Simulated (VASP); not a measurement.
# Al3Cu (Pm-3m) in VASP: notebook

Al3Cu is run at these levels: PBEsol; tasks: single point.

All numbers are computed with VASP 6.6.1; they aren't measurements. Logs are shortened: lines on timing, memory, paths and dates and some standing lists are left out, and cuts for length are marked.

## Step 1: The cell of the first run

Symmetry: Pm-3m, No. 221, cubic system. The conventional cell has a = 3.775 Å, b = 3.775 Å, c = 3.775 Å, α = 90.00°, β = 90.00°, γ = 90.00°. Within 3.5 Å of Al (site symmetry 4/mmm) lie 8 Al at 2.67 Å and 4 Cu at 2.67 Å. Within 3.5 Å of Cu (site symmetry m-3m) lie 12 Al at 2.67 Å.

## Step 2: Single point, PBEsol (strained)

INCAR

```
PREC = Accurate ; ENCUT = 520
EDIFF = 1E-7 ; ISMEAR = 0
SIGMA = 0.1 ; LREAL = False
LASPH = True ; NELM = 100
ALGO = Normal ; ISIF = 2
LWAVE = False ; LCHARG = False
GGA = PS ; NBANDS = 18
```

KPOINTS

```
Automatic mesh
0
Gamma
  12 12 12
```

POSCAR

```
Al3Cu
1.0
    3.7749940205      0.0000000000      0.0000000000
    0.0000000000      3.7749940205      0.0000000000
    0.0000000000      0.0000000000      3.7749940205
Al Cu
3 1
Direct
    0.0000000000      0.5000000000      0.5000000000
    0.5000000000      0.0000000000      0.5000000000
    0.5000000000      0.5000000000      0.0000000000
    0.0000000000      0.0000000000      0.0000000000
```

Potentials or basis: VASP PAW PBE potentials, release 64 (Al, Cu).

Run with:

```sh
cat potpaw_PBE.64/Al/POTCAR potpaw_PBE.64/Cu/POTCAR > POTCAR
mpirun -np 1 vasp_std > vasp.out
```

OUTCAR:

```text
PREC = Accurate
   ENCUT = 520
   EDIFF = 1E-7
   ISMEAR = 0
   LREAL = False
   LASPH = True
   NELM = 100
   ISIF = 2
   GGA = PS

 ion  position               nearest neighbor table
   1  0.000  0.500  0.500-   2 2.67   3 2.67   4 2.67   3 2.67   4 2.67   2 2.67   4 2.67   4 2.67
                             2 2.67   3 2.67   3 2.67   2 2.67
   2  0.500  0.000  0.500-   1 2.67   3 2.67   4 2.67   3 2.67   4 2.67   1 2.67   3 2.67   3 2.67
                             1 2.67   4 2.67   4 2.67   1 2.67
   3  0.500  0.500  0.000-   1 2.67   2 2.67   4 2.67   1 2.67   2 2.67   2 2.67   4 2.67   2 2.67
                             1 2.67   4 2.67   1 2.67   4 2.67
   4  0.000  0.000  0.000-   1 2.67   2 2.67   3 2.67   1 2.67   2 2.67   1 2.67   3 2.67   1 2.67
                             2 2.67   3 2.67   2 2.67   3 2.67

  LATTYP: Found a simple cubic cell.
 ALAT       =     3.7749940205

  Lattice vectors:

 A1 = (   3.7749940205,   0.0000000000,   0.0000000000)
 A2 = (   0.0000000000,   3.7749940205,   0.0000000000)
 A3 = (   0.0000000000,   0.0000000000,   3.7749940205)

Analysis of symmetry for initial positions (statically):
=====================================================================
 Subroutine PRICEL returns:
 Original cell was already a primitive cell.

 Routine SETGRP: Setting up the symmetry group for a
 simple cubic supercell.

 Subroutine GETGRP returns: Found 48 space group operations
 (whereof 48 operations were pure point group operations)
 out of a pool of 48 trial point group operations.

The static configuration has the point symmetry O_h .

Analysis of symmetry for dynamics (positions and initial velocities):
=====================================================================
 Subroutine PRICEL returns:
 Original cell was already a primitive cell.

 Routine SETGRP: Setting up the symmetry group for a
 simple cubic supercell.

 Subroutine GETGRP returns: Found 48 space group operations
 (whereof 48 operations were pure point group operations)
 out of a pool of 48 trial point group operations.

The dynamic configuration has the point symmetry O_h .

 Subroutine INISYM returns: Found 48 space group operations
 (whereof 48 operations are pure point group operations),
 and found     1 'primitive' translations

----------------------------------------------------------------------------------------

                                     Primitive cell

  volume of cell :      53.7959

  direct lattice vectors                    reciprocal lattice vectors
     3.774994020  0.000000000  0.000000000     0.264901082  0.000000000  0.000000000
     0.000000000  3.774994020  0.000000000     0.000000000  0.264901082  0.000000000
     0.000000000  0.000000000  3.774994020     0.000000000  0.000000000  0.264901082

  length of vectors
     3.774994020  3.774994020  3.774994020     0.264901082  0.264901082  0.264901082

  position of ions in fractional coordinates (direct lattice)
     0.000000000  0.500000000  0.500000000
     0.500000000  0.000000000  0.500000000
     0.500000000  0.500000000  0.000000000
     0.000000000  0.000000000  0.000000000

  ion indices of the primitive-cell ions
   primitive index   ion index
                 1           1
                 2           2
                 3           3
                 4           4

----------------------------------------------------------------------------------------

 KPOINTS: Automatic mesh

Automatic generation of k-mesh.
 Grid dimensions read from file:
 generate k-points for:   12   12   12

 Generating k-lattice:

  Cartesian coordinates                     Fractional coordinates (reciprocal lattice)
     0.022075090  0.000000000  0.000000000     0.083333333  0.000000000  0.000000000
     0.000000000  0.022075090  0.000000000     0.000000000  0.083333333  0.000000000
     0.000000000  0.000000000  0.022075090     0.000000000  0.000000000  0.083333333

  Length of vectors
     0.022075090  0.022075090  0.022075090

  Shift w.r.t. Gamma in fractional coordinates (k-lattice)
     0.000000000  0.000000000  0.000000000

 Subroutine IBZKPT returns following result:
 ===========================================

 Found     84 irreducible k-points:

 Following reciprocal coordinates:
            Coordinates               Weight
  0.000000  0.000000  0.000000      1.000000
  0.083333  0.000000  0.000000      6.000000
  0.166667  0.000000  0.000000      6.000000
  0.250000  0.000000  0.000000      6.000000
  0.333333  0.000000  0.000000      6.000000
  0.416667  0.000000  0.000000      6.000000
[... 16 lines left out ...]
  0.333333  0.333333  0.000000     12.000000
  0.416667  0.333333  0.000000     24.000000
 [... further k-points ...]
   k-points           NKPTS =     84   k-points in BZ     NKDIM =     84   number of bands    NBANDS=     18
   number of dos      NEDOS =    301   number of ions     NIONS =      4
   total plane-waves  NPLWV =  21952
   dimension x,y,z NGX =    28 NGY =   28 NGZ =   28
   dimension x,y,z NGXF=    56 NGYF=   56 NGZF=   56
   ions per type =               3   1
   NGX,Y,Z   is equivalent  to a cutoff of  12.33, 12.33, 12.33 a.u.
   NGXF,Y,Z  is equivalent  to a cutoff of  24.66, 24.66, 24.66 a.u.
 SYSTEM =  unknown system
   PREC   = accura    normal or accurate (medium, high low for compatibility)
   ISTART =      0    job   : 0-new  1-cont  2-samecut
   ICHARG =      2    charge: 1-file 2-atom 10-const
   ISPIN  =      1    spin polarized calculation?
   LNONCOLLINEAR =      F non collinear calculations
   LSORBIT =      F    spin-orbit coupling
   LASPH  =      T    aspherical Exc in radial PAW
   ENCUT  =  520.0 eV  38.22 Ry    6.18 a.u.   7.02  7.02  7.02*2*pi/ulx,y,z
   NELM   =    100;   NELMIN=  2; NELMDL= -5     # of ELM steps
   EDIFF  = 0.1E-06   stopping-criterion for ELM
   LREAL  =      F    real-space projection
   EDIFFG = 0.1E-05   stopping-criterion for IOM
   NSW    =      0    number of steps for IOM
   IBRION =     -1    ionic relax: 0-MD 1-quasi-New 2-CG
   NFREE  =      0    steps in history (QN), initial steepest desc. (CG)
   ISIF   =      2    stress and relaxation
   ISYM   =      2    0-nonsym 1-usesym 2-fastsym
   POTIM  = 0.5000    time-step for ionic-motion
   TEBEG  =    0.0;   TEEND  =   0.0 temperature during run
   PSTRESS=    0.0 pullay stress
   NELECT =      20.0000    total number of electrons
   NUPDOWN=      -1.0000    fix difference up-down
   EMIN   =  10.00;   EMAX   =-10.00  energy-range for DOS
   EFERMI =   0.00;   METHOD = LEGACY
   ISMEAR =     0;   SIGMA  =   0.10  broadening in eV -4-tet -1-fermi 0-gaus
   EFERMI_NEDOS =   21; number of points for ismear=-14 and -15
   IALGO  =     38    algorithm
   IMIX   =      4    mixing-type and parameters
     AMIX     =   0.40;   BMIX     =  1.00
     AMIX_MAG =   1.60;   BMIX_MAG =  1.00
  volume/ion in A,a.u.               =      13.45        90.76
  Fermi-wavevector in a.u.,A,eV,Ry     =   1.177159  2.224508 18.853647  1.385704
  Thomas-Fermi vector in A             =   2.313511
   LORBIT       =      0    0 simple, 1 ext, 2 COOP (PROOUT), +10 PAW based schemes
   GGA     = PS    functional components
   LHFCALC =     F    Hartree Fock is set to
   AEXX    =    0.0000 exact exchange contribution
   IVDW    =     0    specifies the selected vdW correction
   LEPSILON=     F    determine dielectric tensor
   LRPA    =     F    only Hartree local field effects (RPA)
 non-spin polarized calculation
 Gauss-broadening in eV      SIGMA  =   0.10
  energy-cutoff  :      520.00
  volume of cell :       53.80
 maximum number of plane-waves:      1472
   NGX = 15   NGY = 15   NGZ = 15

 number of electron      19.9999994 magnetization

 Free energy of the ion-electron system (eV)
  ---------------------------------------------------
  ext. energy  EPLUGINS =         0.00000000
  ---------------------------------------------------
  free energy    TOTEN  =       -16.54404470 eV

  energy without entropy =      -16.53911576  energy(sigma->0) =      -16.54158023

 E-fermi :   9.4788     XC(G=0): -11.3189

 val. band max:        9.4570841339   @ k =   0.5000   0.2500   0.0833
 cond. band min:       9.5230937007   @ k =   0.2500   0.2500   0.0833
 fundamental gap:      0.0660095668
 Fermi energy:         9.4787651550

 k-point     1 :       0.0000    0.0000    0.0000
  band No.  band energies     occupation
      1      -2.4790      2.00000
      2       4.7149      2.00000
      3       4.7149      2.00000
      4       5.5192      2.00000
      5       5.5192      2.00000
      6       5.5192      2.00000
[... 10 lines left out ...]
     17      16.6572      0.00000
     18      16.6572      0.00000

 k-point     2 :       0.0833    0.0000    0.0000
  band No.  band energies     occupation
      1      -2.4065      2.00000
      2       4.5931      2.00000
      3       4.7300      2.00000
      4       5.4710      2.00000
      5       5.4710      2.00000
      6       5.5219      2.00000
[... 10 lines left out ...]
     17      17.0111      0.00000
     18      17.0112      0.00000

 k-point     3 :       0.1667    0.0000    0.0000
  band No.  band energies     occupation
      1      -2.1893      2.00000
      2       4.0387      2.00000
      3       4.7715      2.00000
      4       5.3628      2.00000
      5       5.3628      2.00000
      6       5.5294      2.00000
[... 10 lines left out ...]
     17      16.8218      0.00000
     18      17.2559      0.00000

 k-point     4 :       0.2500    0.0000    0.0000
  band No.  band energies     occupation
      1      -1.8295      2.00000
      2       3.0640      2.00000
      3       4.8289      2.00000
      4       5.2482      2.00000
      5       5.2482      2.00000
      6       5.5396      2.00000
[... 375 lines left out ...]
      4       4.7673      2.00000
      5       5.1671      2.00000
      6       5.3981      2.00000
[... 10 lines left out ...]
     17      16.6807      0.00000
     18      16.8707      0.00000

 k-point    23 :       0.3333    0.3333    0.0000
  band No.  band energies     occupation
      1      -0.2168      2.00000
      2       2.8719      2.00000
      3       3.1021      2.00000
      4       4.8691      2.00000
      5       5.2432      2.00000
      6       5.3267      2.00000
[... 10 lines left out ...]
     17      16.9150      0.00000
     18      16.9153      0.00000

 k-point    24 :       0.4167    0.3333    0.0000
  band No.  band energies     occupation
      1       0.3801      2.00000
      2       2.0768      2.00000
      3       3.4726      2.00000
      4       4.6017      2.00000
      5       5.2258      2.00000
      6       5.3213      2.00000
[... 10 lines left out ...]
     17      16.9354      0.00000
     18      17.3199      0.00000

 [... further k-points ...]

------------------------ aborting loop because EDIFF is reached ----------------------------------------

  FORCE on cell =-STRESS in cart. coord.  units (eV):
  Direction    XX          YY          ZZ          XY          YZ          ZX
  --------------------------------------------------------------------------------------
  -------------------------------------------------------------------------------------
  Total        3.8822770      3.8822770      3.8822770      0.0000000     -0.0000000     -0.0000000
  in kB      115.6240831    115.6240831    115.6240831      0.0000000     -0.0000000     -0.0000000
  external PRESSURE =     115.6240831 kB  Pullay stress =       0.0000000 kB

 VOLUME and BASIS-vectors are now :
 -----------------------------------------------------------------------------
  energy-cutoff  :      520.00
  volume of cell :       53.80
      direct lattice vectors                 reciprocal lattice vectors
     3.774994020  0.000000000  0.000000000     0.264901082  0.000000000  0.000000000
     0.000000000  3.774994020  0.000000000     0.000000000  0.264901082  0.000000000
     0.000000000  0.000000000  3.774994020     0.000000000  0.000000000  0.264901082

 POSITION                                       TOTAL-FORCE (eV/Angst)
 -----------------------------------------------------------------------------------
      0.00000      1.88750      1.88750         0.000000      0.000000      0.000000
      1.88750      0.00000      1.88750         0.000000      0.000000      0.000000
      1.88750      1.88750      0.00000         0.000000      0.000000      0.000000
      0.00000      0.00000      0.00000         0.000000      0.000000      0.000000
 -----------------------------------------------------------------------------------
    total drift:                               -0.000000     -0.000000     -0.000000

  FREE ENERGIE OF THE ION-ELECTRON SYSTEM (eV)
  ---------------------------------------------------
  free  energy   TOTEN  =       -16.5440446978 eV

  energy  without entropy=      -16.5391157577  energy(sigma->0) =      -16.54158023
```

Wall time 39 s (1 thread of Intel Xeon 6975P-C (Granite Rapids), shared host); peak memory 0.2 GiB.

Results:

* Free energy: -16.5440 eV
* Pressure: 11.6 GPa
* Band gap on the k mesh: zero (bands 10 and 11 overlap by 4.03 eV)

Levels at points of the mesh, in eV from the Fermi level:
| k point | band 8 | band 9 | band 10 | band 11 | band 12 | band 13 |
| --- | --- | --- | --- | --- | --- | --- |
| (0.00, 0.00, 0.00) | -2.62 | -2.62 | -0.77 | 0.76 | 0.76 | 7.01 |
| (0.50, 0.00, 0.00) | 0.16 | 0.16 | 0.38 | 0.38 | 0.53 | 2.45 |
| (0.50, 0.50, 0.00) | -3.62 | -3.33 | 1.35 | 3.20 | 3.20 | 3.32 |
| (0.50, 0.50, 0.50) | -3.71 | -3.71 | -2.69 | -1.88 | -1.88 | -1.88 |

Caveat: the cell differs from its parent crystal (strained); the cell stands under pressure; the PAW data sets were made with another functional, which shifts forces and pressure a little.

[end of part 1 of 2]
